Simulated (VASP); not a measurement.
**TiCo: relaxation of cell and atoms with PBEsol**

TiCo:

```
CELL_PARAMETERS angstrom
2.98611 0.00000 0.00000
0.00000 2.98611 0.00000
0.00000 0.00000 2.98611
ATOMIC_POSITIONS crystal
Co 0.50000 0.50000 0.50000
Ti 0.00000 0.00000 0.00000
```

```json
{"Program": "VASP 6.6.1", "Task": "relaxation of cell and atoms", "Functional": "PBEsol", "Potentials or basis": "VASP PAW PBE potentials, release 64 (Co, Ti_sv)", "Cutoff": "600 eV", "k mesh": "9 × 9 × 9", "Occupations": "fermi-dirac, width 0.05 eV", "Spin": "collinear spin, ferromagnetic start", "Starting moments": "[2.0, 1.0] μB", "Target pressure": "20 GPa", "Dipole correction": "no", "Further INCAR settings": "ALGO = Normal; EDIFF = 1e-07; IBRION = 2; EDIFFG = -0.005; NSW = 80; ISIF = 3"}
```

The relaxed volume is 11.54 Å³/atom and the relaxed cell is a = 2.847 Å, b = 2.847 Å, c = 2.847 Å, α = 90.00°, β = 90.00°, γ = 90.00°. The space group after relaxing (to 0.1 Å) is Pm-3m (No. 221). The energy change on relaxing (the run minimises the enthalpy) is +51.1 meV/atom, the ionic steps are 5 and the pressure after relaxing is 20.0 GPa. The net moment is 0.00 μB per cell and the valence electrons inside the program's atomic spheres are Co 8.56; Ti 10.52.

Step by step:
| step | energy change (eV) | largest force (eV/Å) | pressure (GPa) | volume (Å³) |
| --- | --- | --- | --- | --- |
| 1 | 0.0000 | 0.0000 | -8.65 | 26.63 |
| 2 | 1.8071 | 0.0000 | 113.36 | 18.47 |
| 3 | 0.0694 | 0.0000 | 16.82 | 23.37 |
| 4 | 0.0940 | 0.0000 | 19.32 | 23.15 |
| 5 | 0.1022 | 0.0000 | 20.03 | 23.08 |

Final structure:
```xyz
2
Lattice="2.8472 0.0000 0.0000 0.0000 2.8472 0.0000 0.0000 0.0000 2.8472" Properties=species:S:1:pos:R:3 pbc="T T T"
Co    1.4236    1.4236    1.4236
Ti    0.0000    0.0000    0.0000
```

Levels at points of the mesh, in eV from the Fermi level:
Spin up:
```tsv
k point	band 8	band 9	band 10	band 11	band 12	band 13
(0.00, 0.00, 0.00)	-1.74	-1.74	-1.74	0.91	0.91	3.28
```
Spin down:
```tsv
k point	band 8	band 9	band 10	band 11	band 12	band 13
(0.00, 0.00, 0.00)	-1.74	-1.74	-1.74	0.91	0.91	3.28
```

Wall time 83 s on 1 thread of Intel(R) Xeon(R) Platinum 8488C (Sapphire Rapids), on a shared host, peak memory 0.17 GiB.

Caveat: the cell is relaxed towards a set pressure, so the run minimises the enthalpy, not the energy; the PAW data sets were made with another functional, which shifts forces and pressure a little.
